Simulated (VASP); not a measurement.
# Bi2Se3 in VASP: single point with PBE

Aim: the single point of Bi2Se3 with PBE.

All numbers are computed with VASP 6.6.1; they aren't measurements. Logs are shortened: lines on timing, memory, paths and dates and some standing lists are left out, and cuts for length are marked.

### Step 1. The cell of the first run

The typed cell holds 5 atoms: a = 9.840 Å, b = 9.840 Å, c = 9.840 Å, α = 24.30°, β = 24.30°, γ = 24.30°.

### Step 2. Single point, PBE

The input, INCAR:

```
ALGO     = Normal         # electronic algorithm
EDIFF    = 1E-6           # SCF threshold, eV
ENCUT    = 500            # plane-wave cutoff, eV
GGA      = PE             # functional
GGA_COMPAT= False        
ISIF     = 2              # what is computed and relaxed
ISMEAR   = 0              # smearing method
LASPH    = True           # aspherical terms in the spheres
LCHARG   = True           # write CHGCAR
LELF     = True           # ELF
LREAL    = False          # projectors in reciprocal space
LVHAR    = True         
LWAVE    = False          # write WAVECAR
NBANDS   = 32             # bands
NELM     = 120            # most SCF steps
PREC     = Accurate       # precision mode
SIGMA    = 0.01           # smearing width, eV
```

The input, KPOINTS:

```
k-points
0
Gamma
  6 6 6
```

The input, POSCAR:

```
Bi2Se3
1.0
    2.0714990624      1.1959805413      9.5453300000
   -2.0714990624      1.1959805413      9.5453300000
    0.0000000000     -2.3919610826      9.5453300000
Bi Se
2 3
Direct
    0.4005172668      0.4029991960      0.3991711681
    0.5991860039      0.6020911409      0.5977759795
   -0.0000368537      0.0025734886     -0.0016745264
    0.2108389723      0.2136898631      0.2092969560
    0.7889816048      0.7914203820      0.7874979116
```

Potentials or basis: VASP PAW PBE potentials, release 64 (Bi_d, Se).

The run is started by

```bash
> cat potpaw_PBE.64/Bi_d/POTCAR potpaw_PBE.64/Se/POTCAR > POTCAR
> mpirun -np 1 vasp_std > vasp.out
```

OUTCAR:

```text
EDIFF = 1E-6
   ENCUT = 500
   GGA = PE
   ISIF = 2
   ISMEAR = 0
   LASPH = True
   LREAL = False
   NELM = 120
   PREC = Accurate

 ion  position               nearest neighbor table
   1  0.401  0.403  0.399-   5 2.86   5 2.86   5 2.87   3 3.07   3 3.07   3 3.07
   2  0.599  0.602  0.598-   4 2.86   4 2.87   4 2.87   3 3.07   3 3.07   3 3.07
   3  1.000  0.003  0.998-   1 3.07   2 3.07   2 3.07   1 3.07   2 3.07   1 3.07
   4  0.211  0.214  0.209-   2 2.86   2 2.87   2 2.87
   5  0.789  0.791  0.787-   1 2.86   1 2.86   1 2.87

  LATTYP: Found a trigonal (rhomboedric) cell.
 ALAT       =     9.8404676022
 COS(alpha) =     0.9113726006

  Lattice vectors:

 A1 = (   2.0714990624,   1.1959805413,   9.5453300000)
 A2 = (  -2.0714990624,   1.1959805413,   9.5453300000)
 A3 = (   0.0000000000,  -2.3919610826,   9.5453300000)

Analysis of symmetry for initial positions (statically):
=====================================================================
 Subroutine PRICEL returns:
 Original cell was already a primitive cell.

 Routine SETGRP: Setting up the symmetry group for a
 trigonal (rhombohedral) supercell.

 Subroutine GETGRP returns: Found  1 space group operations
 (whereof  1 operations were pure point group operations)
 out of a pool of 12 trial point group operations.

The static configuration has the point symmetry C_1 .

Analysis of symmetry for dynamics (positions and initial velocities):
=====================================================================
 Subroutine PRICEL returns:
 Original cell was already a primitive cell.

 Routine SETGRP: Setting up the symmetry group for a
 trigonal (rhombohedral) supercell.

 Subroutine GETGRP returns: Found  1 space group operations
 (whereof  1 operations were pure point group operations)
 out of a pool of 12 trial point group operations.

The dynamic configuration has the point symmetry C_1 .

 Subroutine INISYM returns: Found  1 space group operations
 (whereof  1 operations are pure point group operations),
 and found     1 'primitive' translations

----------------------------------------------------------------------------------------

                                     Primitive cell

  volume of cell :     141.8898

  direct lattice vectors                    reciprocal lattice vectors
     2.071499062  1.195980541  9.545330000     0.241371096  0.139355668  0.034921091
    -2.071499062  1.195980541  9.545330000    -0.241371096  0.139355668  0.034921091
     0.000000000 -2.391961083  9.545330000     0.000000000 -0.278711335  0.034921091

  length of vectors
     9.840467602  9.840467602  9.840467602     0.280890532  0.280890532  0.280890532

  position of ions in fractional coordinates (direct lattice)
     0.400517267  0.402999196  0.399171168
     0.599186004  0.602091141  0.597775979
     0.999963146  0.002573489  0.998325474
     0.210838972  0.213689863  0.209296956
     0.788981605  0.791420382  0.787497912

  ion indices of the primitive-cell ions
   primitive index   ion index
                 1           1
                 2           2
                 3           3
                 4           4
                 5           5

----------------------------------------------------------------------------------------

 KPOINTS: k-points

Automatic generation of k-mesh.
 Grid dimensions read from file:
 generate k-points for:    6    6    6

 Generating k-lattice:

  Cartesian coordinates                     Fractional coordinates (reciprocal lattice)
     0.040228516  0.023225945  0.005820182     0.166666667  0.000000000  0.000000000
    -0.040228516  0.023225945  0.005820182     0.000000000  0.166666667  0.000000000
     0.000000000 -0.046451889  0.005820182     0.000000000  0.000000000  0.166666667

  Length of vectors
     0.046815089  0.046815089  0.046815089

  Shift w.r.t. Gamma in fractional coordinates (k-lattice)
     0.000000000  0.000000000  0.000000000

 Subroutine IBZKPT returns following result:
 ===========================================

 Found    112 irreducible k-points:

 Following reciprocal coordinates:
            Coordinates               Weight
  0.000000  0.000000  0.000000      1.000000
  0.166667  0.000000  0.000000      2.000000
  0.000000  0.166667  0.000000      2.000000
  0.000000  0.000000  0.166667      2.000000
  0.333333 -0.000000  0.000000      2.000000
 -0.000000  0.333333  0.000000      2.000000
[... 16 lines left out ...]
 -0.166667  0.500000  0.000000      2.000000
  0.166667  0.000000  0.500000      2.000000
 [... further k-points ...]
   k-points           NKPTS =    112   k-points in BZ     NKDIM =    112   number of bands    NBANDS=     32
   number of dos      NEDOS =    301   number of ions     NIONS =      5
   total plane-waves  NPLWV = 373248
   dimension x,y,z NGX =    72 NGY =   72 NGZ =   72
   dimension x,y,z NGXF=   144 NGYF=  144 NGZF=  144
   ions per type =               2   3
   NGX,Y,Z   is equivalent  to a cutoff of  12.16, 12.16, 12.16 a.u.
   NGXF,Y,Z  is equivalent  to a cutoff of  24.33, 24.33, 24.33 a.u.
 SYSTEM =  unknown system
   PREC   = accura    normal or accurate (medium, high low for compatibility)
   ISTART =      0    job   : 0-new  1-cont  2-samecut
   ICHARG =      2    charge: 1-file 2-atom 10-const
   ISPIN  =      1    spin polarized calculation?
   LNONCOLLINEAR =      F non collinear calculations
   LSORBIT =      F    spin-orbit coupling
   LASPH  =      T    aspherical Exc in radial PAW
   ENCUT  =  500.0 eV  36.75 Ry    6.06 a.u.  17.94 17.94 17.94*2*pi/ulx,y,z
   NELM   =    120;   NELMIN=  2; NELMDL= -5     # of ELM steps
   EDIFF  = 0.1E-05   stopping-criterion for ELM
   LREAL  =      F    real-space projection
   EDIFFG = 0.1E-04   stopping-criterion for IOM
   NSW    =      0    number of steps for IOM
   IBRION =     -1    ionic relax: 0-MD 1-quasi-New 2-CG
   NFREE  =      0    steps in history (QN), initial steepest desc. (CG)
   ISIF   =      2    stress and relaxation
   ISYM   =      2    0-nonsym 1-usesym 2-fastsym
   POTIM  = 0.5000    time-step for ionic-motion
   TEBEG  =    0.0;   TEEND  =   0.0 temperature during run
   PSTRESS=    0.0 pullay stress
   NELECT =      48.0000    total number of electrons
   NUPDOWN=      -1.0000    fix difference up-down
   EMIN   =  10.00;   EMAX   =-10.00  energy-range for DOS
   EFERMI =   0.00;   METHOD = LEGACY
   ISMEAR =     0;   SIGMA  =   0.01  broadening in eV -4-tet -1-fermi 0-gaus
   EFERMI_NEDOS =   21; number of points for ismear=-14 and -15
   IALGO  =     38    algorithm
   IMIX   =      4    mixing-type and parameters
     AMIX     =   0.40;   BMIX     =  1.00
     AMIX_MAG =   1.60;   BMIX_MAG =  1.00
  volume/ion in A,a.u.               =      28.38       191.50
  Fermi-wavevector in a.u.,A,eV,Ry     =   1.140700  2.155611 17.703863  1.301197
  Thomas-Fermi vector in A             =   2.277402
   LORBIT       =      0    0 simple, 1 ext, 2 COOP (PROOUT), +10 PAW based schemes
   GGA     = PE    functional components
   LHFCALC =     F    Hartree Fock is set to
   AEXX    =    0.0000 exact exchange contribution
   IVDW    =     0    specifies the selected vdW correction
   LEPSILON=     F    determine dielectric tensor
   LRPA    =     F    only Hartree local field effects (RPA)
 non-spin polarized calculation
 Gauss-broadening in eV      SIGMA  =   0.01
  energy-cutoff  :      500.00
  volume of cell :      141.89
 maximum number of plane-waves:      3629
   NGX = 35   NGY = 35   NGZ = 35

 number of electron      48.0000003 magnetization

 Free energy of the ion-electron system (eV)
  ---------------------------------------------------
  ext. energy  EPLUGINS =         0.00000000
  ---------------------------------------------------
  free energy    TOTEN  =       -20.16149418 eV

  energy without entropy =      -20.16149418  energy(sigma->0) =      -20.16149418

 E-fermi :   5.0748     XC(G=0):  -9.5049

 val. band max:        4.9974217625   @ k =   0.0000   0.0000   0.0000
 cond. band min:       5.1932162529   @ k =   0.0000   0.0000   0.0000
 fundamental gap:      0.1957944904
 Fermi energy:         5.0748064222

 k-point     1 :       0.0000    0.0000    0.0000
  band No.  band energies     occupation
      1     -18.1608      2.00000
      2     -18.1607      2.00000
      3     -18.1591      2.00000
      4     -18.1591      2.00000
      5     -18.1518      2.00000
      6     -18.1492      2.00000
[... 24 lines left out ...]
     31      10.7904      0.00000
     32      11.9553      0.00000

 k-point     2 :       0.1667    0.0000    0.0000
  band No.  band energies     occupation
      1     -18.1643      2.00000
      2     -18.1620      2.00000
      3     -18.1545      2.00000
      4     -18.1528      2.00000
      5     -18.1482      2.00000
      6     -18.1458      2.00000
[... 24 lines left out ...]
     31      10.0645      0.00000
     32      10.9869      0.00000

 k-point     3 :       0.0000    0.1667    0.0000
  band No.  band energies     occupation
      1     -18.1643      2.00000
      2     -18.1620      2.00000
      3     -18.1545      2.00000
      4     -18.1528      2.00000
      5     -18.1482      2.00000
      6     -18.1458      2.00000
[... 24 lines left out ...]
     31      10.0647      0.00000
     32      10.9871      0.00000

 k-point     4 :       0.0000    0.0000    0.1667
  band No.  band energies     occupation
      1     -18.1643      2.00000
      2     -18.1620      2.00000
      3     -18.1545      2.00000
      4     -18.1528      2.00000
      5     -18.1482      2.00000
      6     -18.1458      2.00000
[... 654 lines left out ...]
     31       9.9932      0.00000
     32      10.8363      0.00000

 k-point    23 :      -0.1667    0.5000    0.0000
  band No.  band energies     occupation
      1     -18.1722      2.00000
      2     -18.1682      2.00000
      3     -18.1519      2.00000
      4     -18.1505      2.00000
      5     -18.1474      2.00000
      6     -18.1458      2.00000
[... 24 lines left out ...]
     31       9.9932      0.00000
     32      10.8363      0.00000

 k-point    24 :       0.1667    0.0000    0.5000
  band No.  band energies     occupation
      1     -18.1722      2.00000
      2     -18.1682      2.00000
      3     -18.1519      2.00000
      4     -18.1505      2.00000
      5     -18.1474      2.00000
      6     -18.1458      2.00000
[... 24 lines left out ...]
     31       9.9929      0.00000
     32      10.8361      0.00000

 [... further k-points ...]
[... 5 lines left out ...]
  --------------------------------------------------------------------------------------
  -------------------------------------------------------------------------------------
  Total        1.9371809      1.9401185      1.8662834      0.0020278      0.0029173     -0.0039760
  in kB       21.8740754     21.9072466     21.0735221      0.0228968      0.0329411     -0.0448954
  external PRESSURE =      21.6182814 kB  Pullay stress =       0.0000000 kB

 VOLUME and BASIS-vectors are now :
 -----------------------------------------------------------------------------
  energy-cutoff  :      500.00
  volume of cell :      141.89
      direct lattice vectors                 reciprocal lattice vectors
     2.071499062  1.195980541  9.545330000     0.241371096  0.139355668  0.034921091
    -2.071499062  1.195980541  9.545330000    -0.241371096  0.139355668  0.034921091
     0.000000000 -2.391961083  9.545330000     0.000000000 -0.278711335  0.034921091

 POSITION                                       TOTAL-FORCE (eV/Angst)
 -----------------------------------------------------------------------------------
     -0.00514      0.00619     11.48005        -0.000052      0.000872     -0.010557
     -0.00602      0.00685     17.17256         0.000542      0.000419      0.009082
      2.06609     -1.18894     19.09889        -0.000276     -0.000936      0.000464
     -0.00591      0.00710      6.05008         0.000560     -0.000659     -0.012032
     -0.00505      0.00647     22.60239        -0.000774      0.000304      0.013043
 -----------------------------------------------------------------------------------
    total drift:                                0.000009     -0.000021     -0.000595

  FREE ENERGIE OF THE ION-ELECTRON SYSTEM (eV)
  ---------------------------------------------------
  free  energy   TOTEN  =       -20.1614941850 eV

  energy  without entropy=      -20.1614941850  energy(sigma->0) =      -20.16149418
```

It took 24 min on 1 thread of Intel Xeon Platinum 8375C at 2.90GHz (Ice Lake), shared host; peak memory 0.97 GiB.

Results:

| Quantity | Value |
| --- | --- |
| Free energy | -20.1615 eV |
| Pressure | 2.2 GPa |
| Largest force | 0.013 eV/Å |
| Band gap on the k mesh | 0.20 eV |

Forces in eV/Å, atoms in the order of the input:
```
Bi   0.000  0.001 -0.011
Bi   0.001  0.000  0.009
Se   0.000 -0.001  0.000
Se   0.001 -0.001 -0.012
Se  -0.001  0.000  0.013
```

Levels at points of the mesh, in eV from the valence-band top:
| k point | band 22 | band 23 | band 24 | band 25 | band 26 | band 27 |
| --- | --- | --- | --- | --- | --- | --- |
| (0.00, 0.00, 0.00) | -1.22 | -1.22 | 0.00 | 0.20 | 1.35 | 1.35 |
| (0.50, 0.00, 0.00) | -2.23 | -1.25 | -0.57 | 0.80 | 1.83 | 2.96 |
| (0.00, 0.50, 0.00) | -2.23 | -1.25 | -0.57 | 0.80 | 1.83 | 2.96 |
| (0.00, 0.00, 0.50) | -2.23 | -1.25 | -0.57 | 0.80 | 1.83 | 2.96 |
| (0.50, 0.50, 0.00) | -1.92 | -1.70 | -1.03 | 1.29 | 1.91 | 2.52 |
| (0.50, 0.00, 0.50) | -1.92 | -1.70 | -1.03 | 1.29 | 1.91 | 2.52 |
| (0.00, 0.50, 0.50) | -1.92 | -1.70 | -1.03 | 1.29 | 1.91 | 2.52 |
| (0.50, 0.50, 0.50) | -1.43 | -1.43 | -0.52 | 0.68 | 1.67 | 1.67 |

Caveat: spin-orbit coupling is left out, which moves the levels of the heavy elements.
